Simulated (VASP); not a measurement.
# C: single point with PBE0

The system is C, a slab with vacuum.

```
C
1.0
     2.50434    0.00000    0.00000
    -1.25217    2.16882    0.00000
     0.00000    0.00000    8.69098
C
2
Cartesian
  1.2522 0.7229 0.0000
  0.0000 1.4459 0.0000
```

```
Program             : VASP 6.6.1
Task                : single point
Functional          : PBE0
Potentials or basis : VASP PAW PBE potentials, release 64 (C)
Cutoff              : 520 eV
k mesh              : 6 × 6 × 2
Occupations         : fermi-dirac, width 0.05 eV
Spin                : no spin polarisation
```

```json
{
 "Band gap on the k mesh": "zero (band 4 reaches -0.79 eV, above the bottom of band 5 at -1.30 eV)"
}
```

Levels at points of the mesh, in eV from the Fermi level:
```csv
k point,band 1,band 2,band 3,band 4,band 5,band 6,band 7,band 8,band 9
"(0.00, 0.00, 0.00)",-22.09,-8.95,-4.42,-4.42,3.72,6.01,7.61,9.32,9.32
"(0.50, 0.00, 0.00)",-16.62,-15.22,-7.93,-3.17,2.42,8.08,11.49,11.61,13.27
"(0.00, 0.00, 0.50)",-22.09,-8.95,-4.42,-4.42,4.44,4.50,9.32,9.32,9.62
"(0.50, 0.00, 0.50)",-16.62,-15.22,-7.93,-3.17,2.42,8.08,12.09,12.20,12.26
```

Wall time 110 s on 1 thread of Intel(R) Xeon(R) 6975P-C (Granite Rapids), on a shared host, peak memory 0.16 GiB.

Caveat: the k points lie up to 0.48 Å⁻¹ apart.
